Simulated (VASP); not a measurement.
Write the native input for VASP 6.6.1 that does the following.

```
Task                   : single point
Functional             : r2SCAN
Potentials or basis    : VASP PAW PBE potentials, release 64 (W_sv)
Cutoff                 : 520 eV
k mesh                 : 20 × 20 × 20
Occupations            : gaussian, width 0.15 eV
Spin                   : no spin polarisation
Dipole correction      : no
Further INCAR settings : ALGO = Normal; EDIFF = 1e-06; NBANDS = 13
```

The system is W.

```
CELL_PARAMETERS angstrom
-1.59730 1.47750 1.47750
1.59730 -1.71710 1.71710
1.59730 1.71710 -1.71710
ATOMIC_POSITIONS crystal
W 0.00000 0.00000 0.00000
```

This cell differs from its parent crystal: strain -0.1500 x Voigt [0, 0, 0, 1, 0, 0].

These files were run (other wordings do the same):

POSCAR

```
W
1.0
   -1.5973000000      1.4775025000      1.4775025000
    1.5973000000     -1.7170975000      1.7170975000
    1.5973000000      1.7170975000     -1.7170975000
W
1
Direct
    0.0000000000      0.0000000000      0.0000000000
```

INCAR.step1

```
PREC     = Accurate       # precision mode
ENCUT    = 520            # plane-wave cutoff, eV
ISMEAR   = 0              # smearing method
SIGMA    = 0.15           # smearing width, eV
LREAL    = False          # projectors in reciprocal space
LASPH    = True           # aspherical terms in the spheres
NELM     = 80             # most SCF steps
NBANDS   = 13             # bands
GGA      = PE             # functional
ALGO     = Normal         # electronic algorithm
EDIFF    = 1E-4           # SCF threshold, eV
LWAVE    = True           # write WAVECAR
LCHARG   = False          # write CHGCAR
```

INCAR.step2

```
PREC     = Accurate       # precision mode
ENCUT    = 520            # plane-wave cutoff, eV
EDIFF    = 1E-6           # SCF threshold, eV
ISMEAR   = 0              # smearing method
SIGMA    = 0.15           # smearing width, eV
LREAL    = False          # projectors in reciprocal space
LASPH    = True           # aspherical terms in the spheres
NELM     = 80             # most SCF steps
ALGO     = Normal         # electronic algorithm
ISIF     = 2              # what is computed and relaxed
LWAVE    = False          # write WAVECAR
LCHARG   = False          # write CHGCAR
METAGGA  = R2SCAN         # meta-GGA
LMIXTAU  = True         
NBANDS   = 13             # bands
ISTART   = 1
```

KPOINTS

```
Automatic mesh
0
Gamma
  20 20 20
```

Potentials or basis: VASP PAW PBE potentials, release 64 (W_sv).

Run with:

```bash
$ cat potpaw_PBE.64/W_sv/POTCAR > POTCAR
$ cp INCAR.step1 INCAR
$ mpirun -np 1 vasp_std > vasp.out
$ cp INCAR.step2 INCAR
$ mpirun -np 1 vasp_std > vasp.out
```

It gave:

```
Pressure               : -0.6 GPa
Band gap on the k mesh : zero (bands 7 and 8 overlap by 4.51 eV)
```

Caveat: the cell differs from its parent crystal (strain -0.1500 x Voigt [0, 0, 0, 1, 0, 0]); the PAW data sets were made with another functional, which shifts forces and pressure a little; spin-orbit coupling is left out, which moves the levels of the heavy elements.

Wall time 9.9 min on 1 thread of Intel(R) Xeon(R) Platinum 8488C (Sapphire Rapids), on a shared host, peak memory 0.34 GiB.
